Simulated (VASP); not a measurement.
# Tl (Fd-3m) in VASP: further runs

The runs below take Tl through single point, with PBEsol.

All numbers are computed with VASP 6.6.1; they aren't measurements. Logs are shortened: lines on timing, memory, paths and dates and some standing lists are left out, and cuts for length are marked.

### Step 1. The cell of the first run

It takes space group Fd-3m (No. 227, cubic). The conventional cell has a = 5.958 Å, b = 5.958 Å, c = 5.958 Å, α = 90.00°, β = 90.00°, γ = 90.00°. Within 3.4 Å of Tl (site symmetry -43m) lie 4 Tl at 2.58 Å.

This isn't the form of Tl at room conditions, which is hcp.

### Step 2. Single point, PBEsol (26.43 Å³/atom)

The input, INCAR:

```
PREC = Accurate
ENCUT = 520
EDIFF = 1E-7
ISMEAR = -1
SIGMA = 0.1
LREAL = F
LASPH = T
NELM = 100
ALGO = Normal
ISIF = 2
LWAVE = F
LCHARG = F
GGA = PS
NBANDS = 20
```

The input, KPOINTS:

```
regular mesh
0
Gamma
  10 10 10
```

The input, POSCAR:

```
Tl
1.0
    0.0000000000      2.9788963409      2.9788963409
    2.9788963409      0.0000000000      2.9788963409
    2.9788963409      2.9788963409      0.0000000000
Tl
2
Direct
   -0.1250000000     -0.1250000000     -0.1250000000
    0.1250000000      0.1250000000      0.1250000000
```

Potentials or basis: VASP PAW PBE potentials, release 64 (Tl_d).

On the command line:

```bash
> cat potpaw_PBE.64/Tl_d/POTCAR > POTCAR
> mpirun -np 1 vasp_std > vasp.out
```

OUTCAR:

```text
PREC = Accurate
   ENCUT = 520
   EDIFF = 1E-7
   ISMEAR = -1
   LREAL = F
   LASPH = T
   NELM = 100
   ISIF = 2
   GGA = PS

 ion  position               nearest neighbor table
   1  0.875  0.875  0.875-   2 2.58   2 2.58   2 2.58   2 2.58
   2  0.125  0.125  0.125-   1 2.58   1 2.58   1 2.58   1 2.58

  LATTYP: Found a face centered cubic cell.
 ALAT       =     5.9577926818

  Lattice vectors:

 A1 = (   0.0000000000,   2.9788963409,   2.9788963409)
 A2 = (   2.9788963409,   0.0000000000,   2.9788963409)
 A3 = (   2.9788963409,   2.9788963409,   0.0000000000)

Analysis of symmetry for initial positions (statically):
=====================================================================
 Subroutine PRICEL returns:
 Original cell was already a primitive cell.

 Routine SETGRP: Setting up the symmetry group for a
 face centered cubic supercell.

 Subroutine GETGRP returns: Found 48 space group operations
 (whereof 12 operations were pure point group operations)
 out of a pool of 48 trial point group operations.

The static configuration has the point symmetry D_3d.
 The point group associated with its full space group is O_h .

Analysis of symmetry for dynamics (positions and initial velocities):
=====================================================================
 Subroutine PRICEL returns:
 Original cell was already a primitive cell.

 Routine SETGRP: Setting up the symmetry group for a
 face centered cubic supercell.

 Subroutine GETGRP returns: Found 48 space group operations
 (whereof 12 operations were pure point group operations)
 out of a pool of 48 trial point group operations.

The dynamic configuration has the point symmetry D_3d.
 The point group associated with its full space group is O_h .

 Subroutine INISYM returns: Found 48 space group operations
 (whereof 12 operations are pure point group operations),
 and found     1 'primitive' translations

----------------------------------------------------------------------------------------

                                     Primitive cell

  volume of cell :      52.8684

  direct lattice vectors                    reciprocal lattice vectors
     0.000000000  2.978896341  2.978896341    -0.167847398  0.167847398  0.167847398
     2.978896341  0.000000000  2.978896341     0.167847398 -0.167847398  0.167847398
     2.978896341  2.978896341  0.000000000     0.167847398  0.167847398 -0.167847398

  length of vectors
     4.212795606  4.212795606  4.212795606     0.290720221  0.290720221  0.290720221

  position of ions in fractional coordinates (direct lattice)
     0.875000000  0.875000000  0.875000000
     0.125000000  0.125000000  0.125000000

  ion indices of the primitive-cell ions
   primitive index   ion index
                 1           1
                 2           2

----------------------------------------------------------------------------------------

 KPOINTS: regular mesh

Automatic generation of k-mesh.
 Grid dimensions read from file:
 generate k-points for:   10   10   10

 Generating k-lattice:

  Cartesian coordinates                     Fractional coordinates (reciprocal lattice)
    -0.016784740  0.016784740  0.016784740     0.100000000  0.000000000  0.000000000
     0.016784740 -0.016784740  0.016784740     0.000000000  0.100000000  0.000000000
     0.016784740  0.016784740 -0.016784740     0.000000000  0.000000000  0.100000000

  Length of vectors
     0.029072022  0.029072022  0.029072022

  Shift w.r.t. Gamma in fractional coordinates (k-lattice)
     0.000000000  0.000000000  0.000000000

 Subroutine IBZKPT returns following result:
 ===========================================

 Found     47 irreducible k-points:

 Following reciprocal coordinates:
            Coordinates               Weight
  0.000000  0.000000  0.000000      1.000000
  0.100000  0.000000  0.000000      8.000000
  0.200000  0.000000  0.000000      8.000000
  0.300000  0.000000  0.000000      8.000000
  0.400000  0.000000  0.000000      8.000000
  0.500000  0.000000  0.000000      4.000000
[... 16 lines left out ...]
  0.300000  0.300000  0.000000      6.000000
  0.400000  0.300000  0.000000     24.000000
 [... further k-points ...]
   k-points           NKPTS =     47   k-points in BZ     NKDIM =     47   number of bands    NBANDS=     20
   number of dos      NEDOS =    301   number of ions     NIONS =      2
   total plane-waves  NPLWV =  32768
   dimension x,y,z NGX =    32 NGY =   32 NGZ =   32
   dimension x,y,z NGXF=    64 NGYF=   64 NGZF=   64
   ions per type =               2
   NGX,Y,Z   is equivalent  to a cutoff of  12.63, 12.63, 12.63 a.u.
   NGXF,Y,Z  is equivalent  to a cutoff of  25.26, 25.26, 25.26 a.u.
 SYSTEM =  unknown system
   PREC   = accura    normal or accurate (medium, high low for compatibility)
   ISTART =      0    job   : 0-new  1-cont  2-samecut
   ICHARG =      2    charge: 1-file 2-atom 10-const
   ISPIN  =      1    spin polarized calculation?
   LNONCOLLINEAR =      F non collinear calculations
   LSORBIT =      F    spin-orbit coupling
   LASPH  =      T    aspherical Exc in radial PAW
   ENCUT  =  520.0 eV  38.22 Ry    6.18 a.u.   7.83  7.83  7.83*2*pi/ulx,y,z
   NELM   =    100;   NELMIN=  2; NELMDL= -5     # of ELM steps
   EDIFF  = 0.1E-06   stopping-criterion for ELM
   LREAL  =      F    real-space projection
   EDIFFG = 0.1E-05   stopping-criterion for IOM
   NSW    =      0    number of steps for IOM
   IBRION =     -1    ionic relax: 0-MD 1-quasi-New 2-CG
   NFREE  =      0    steps in history (QN), initial steepest desc. (CG)
   ISIF   =      2    stress and relaxation
   ISYM   =      2    0-nonsym 1-usesym 2-fastsym
   POTIM  = 0.5000    time-step for ionic-motion
   TEBEG  =    0.0;   TEEND  =   0.0 temperature during run
   PSTRESS=    0.0 pullay stress
   NELECT =      26.0000    total number of electrons
   NUPDOWN=      -1.0000    fix difference up-down
   EMIN   =  10.00;   EMAX   =-10.00  energy-range for DOS
   EFERMI =   0.00;   METHOD = LEGACY
   ISMEAR =    -1;   SIGMA  =   0.10  broadening in eV -4-tet -1-fermi 0-gaus
   EFERMI_NEDOS =   21; number of points for ismear=-14 and -15
   IALGO  =     38    algorithm
   IMIX   =      4    mixing-type and parameters
     AMIX     =   0.40;   BMIX     =  1.00
     AMIX_MAG =   1.60;   BMIX_MAG =  1.00
  volume/ion in A,a.u.               =      26.43       178.39
  Fermi-wavevector in a.u.,A,eV,Ry     =   1.292212  2.441927 22.719182  1.669813
  Thomas-Fermi vector in A             =   2.423934
   LORBIT       =      0    0 simple, 1 ext, 2 COOP (PROOUT), +10 PAW based schemes
   GGA     = PS    functional components
   LHFCALC =     F    Hartree Fock is set to
   AEXX    =    0.0000 exact exchange contribution
   IVDW    =     0    specifies the selected vdW correction
   LEPSILON=     F    determine dielectric tensor
   LRPA    =     F    only Hartree local field effects (RPA)
 non-spin polarized calculation
  energy-cutoff  :      520.00
  volume of cell :       52.87
 maximum number of plane-waves:      1440
   NGX = 15   NGY = 15   NGZ = 15

 number of electron      26.0000002 magnetization

 Free energy of the ion-electron system (eV)
  ---------------------------------------------------
  ext. energy  EPLUGINS =         0.00000000
  ---------------------------------------------------
  free energy    TOTEN  =        -2.90193553 eV

  energy without entropy =       -2.87124530  energy(sigma->0) =       -2.88659041

 E-fermi :   7.0536     XC(G=0): -10.4826

 val. band max:        6.9701472920   @ k =  -0.4000   0.3000   0.1000
 cond. band min:       7.0556774180   @ k =   0.5000   0.3000   0.1000
 fundamental gap:      0.0855301261
 Fermi energy:         7.0535655762

 k-point     1 :       0.0000    0.0000    0.0000
  band No.  band energies     occupation
      1      -6.0188      2.00000
      2      -6.0188      2.00000
      3      -6.0188      2.00000
      4      -5.8731      2.00000
      5      -5.8731      2.00000
      6      -4.4817      2.00000
[... 12 lines left out ...]
     19      13.1149      0.00000
     20      16.7604      0.00000

 k-point     2 :       0.1000    0.0000    0.0000
  band No.  band energies     occupation
      1      -6.0742      2.00000
      2      -6.0742      2.00000
      3      -6.0194      2.00000
      4      -5.7962      2.00000
      5      -5.7962      2.00000
      6      -4.6639      2.00000
[... 12 lines left out ...]
     19      14.7696      0.00000
     20      16.4256      0.00000

 k-point     3 :       0.2000    0.0000    0.0000
  band No.  band energies     occupation
      1      -6.1338      2.00000
      2      -6.1338      2.00000
      3      -6.0215      2.00000
      4      -5.6868      2.00000
      5      -5.6868      2.00000
      6      -4.8365      2.00000
[... 12 lines left out ...]
     19      14.8733      0.00000
     20      16.6704      0.00000

 k-point     4 :       0.3000    0.0000    0.0000
  band No.  band energies     occupation
      1      -6.1578      2.00000
      2      -6.1578      2.00000
      3      -6.0248      2.00000
      4      -5.6185      2.00000
      5      -5.6185      2.00000
      6      -4.9764      2.00000
[... 12 lines left out ...]
     19      15.9765      0.00000
     20      17.3213      0.00000

 k-point     5 :       0.4000    0.0000    0.0000
  band No.  band energies     occupation
      1      -6.1556      2.00000
      2      -6.1556      2.00000
      3      -6.0274      2.00000
      4      -5.6017      2.00000
      5      -5.6017      2.00000
      6      -5.0729      2.00000
[... 12 lines left out ...]
     19      17.9347      0.00000
     20      18.2982      0.00000
[... 353 lines left out ...]
      6      -5.1508      2.00000
[... 12 lines left out ...]
     19      17.0349      0.00000
     20      17.8395      0.00000

 k-point    22 :      -0.2000    0.2000    0.0000
  band No.  band energies     occupation
      1      -6.2410      2.00000
      2      -6.1923      2.00000
      3      -5.9422      2.00000
      4      -5.6500      2.00000
      5      -5.4158      2.00000
      6      -5.0474      2.00000
[... 12 lines left out ...]
     19      16.3244      0.00000
     20      17.7659      0.00000

 k-point    23 :       0.3000    0.3000    0.0000
  band No.  band energies     occupation
      1      -6.2163      2.00000
      2      -6.1297      2.00000
      3      -6.1297      2.00000
      4      -5.4812      2.00000
      5      -5.3990      2.00000
      6      -5.2221      2.00000
[... 12 lines left out ...]
     19      17.8840      0.00000
     20      19.1680      0.00000

 k-point    24 :       0.4000    0.3000    0.0000
  band No.  band energies     occupation
      1      -6.2514      2.00000
      2      -6.1548      2.00000
      3      -6.0852      2.00000
      4      -5.5196      2.00000
      5      -5.3610      2.00000
      6      -5.1111      2.00000
[... 12 lines left out ...]
     19      19.4443      0.00000
     20      20.1437      0.00000

 [... further k-points ...]

------------------------ aborting loop because EDIFF is reached ----------------------------------------

  FORCE on cell =-STRESS in cart. coord.  units (eV):
  Direction    XX          YY          ZZ          XY          YZ          ZX
  --------------------------------------------------------------------------------------
  -------------------------------------------------------------------------------------
  Total        8.8565469      8.8565469      8.8565469      0.0000000      0.0000000      0.0000000
  in kB      268.3977313    268.3977313    268.3977313      0.0000000      0.0000000      0.0000000
  external PRESSURE =     268.3977313 kB  Pullay stress =       0.0000000 kB

 VOLUME and BASIS-vectors are now :
 -----------------------------------------------------------------------------
  energy-cutoff  :      520.00
  volume of cell :       52.87
      direct lattice vectors                 reciprocal lattice vectors
     0.000000000  2.978896341  2.978896341    -0.167847398  0.167847398  0.167847398
     2.978896341  0.000000000  2.978896341     0.167847398 -0.167847398  0.167847398
     2.978896341  2.978896341  0.000000000     0.167847398  0.167847398 -0.167847398

 POSITION                                       TOTAL-FORCE (eV/Angst)
 -----------------------------------------------------------------------------------
      5.21307      5.21307      5.21307        -0.000000      0.000000     -0.000000
      0.74472      0.74472      0.74472         0.000000     -0.000000      0.000000
 -----------------------------------------------------------------------------------
    total drift:                                0.000000      0.000000     -0.000000

  FREE ENERGIE OF THE ION-ELECTRON SYSTEM (eV)
  ---------------------------------------------------
  free  energy   TOTEN  =        -2.9019355287 eV

  energy  without entropy=       -2.8712453000  energy(sigma->0) =       -2.88659041
```

Wall time 43 s (1 thread of Intel Xeon 8259CL, shared host); peak memory 0.19 GiB.

Results:

```yaml
Free_energy: -2.9019 eV
Pressure: 26.8 GPa
Band_gap_on_the_k_mesh: zero (bands 13 and 14 overlap by 5.93 eV)
```

Caveat: the cell stands under pressure; the PAW data sets were made with another functional, which shifts forces and pressure a little; spin-orbit coupling is left out, which moves the levels of the heavy elements.

### Step 3. Single point, PBEsol (26.43 Å³/atom)

The input, INCAR:

```
SYSTEM = Tl
  ALGO = Normal
  EDIFF = 1E-6
  ENCUT = 520
  GGA = PS
  ISIF = 2
  ISMEAR = -1
  LASPH = .TRUE.
  LCHARG = .FALSE.
  LREAL = .FALSE.
  LWAVE = .FALSE.
  NBANDS = 20
  NELM = 80
  PREC = Accurate
  SIGMA = 0.1
```

The input, KPOINTS:

```
k-points
0
G
  10 10 10
  0 0 0
```

POSCAR is that of step 2.

Potentials or basis: VASP PAW PBE potentials, release 64 (Tl_d).

On the command line:

```bash
> cat potpaw_PBE.64/Tl_d/POTCAR > POTCAR
> mpirun -np 1 vasp_std > vasp.out
```

Wall time 41 s (1 thread of Intel Xeon 8259CL, shared host); peak memory 0.19 GiB.

Results (log left out):

```
Free energy            : -2.9019 eV
Pressure               : 26.8 GPa
Band gap on the k mesh : zero (bands 13 and 14 overlap by 5.93 eV)
```

Levels at points of the mesh, in eV from the Fermi level:
```
           k point  band 9  band 10  band 11  band 12  band 13  band 14  band 15  band 16  band 17  band 18
(0.00, 0.00, 0.00)  -11.42   -10.97   -10.97     2.96     4.20     4.20     4.20     5.70     5.70     5.70
(0.50, 0.00, 0.00)  -10.94   -10.94    -8.09    -5.73     1.72     1.72     3.11     6.50     6.91     6.91
(0.50, 0.50, 0.00)  -10.82   -10.82    -6.40    -6.40    -0.84    -0.84     3.23     3.23    13.28    13.28
```

Caveat: the cell stands under pressure; the PAW data sets were made with another functional, which shifts forces and pressure a little; spin-orbit coupling is left out, which moves the levels of the heavy elements.
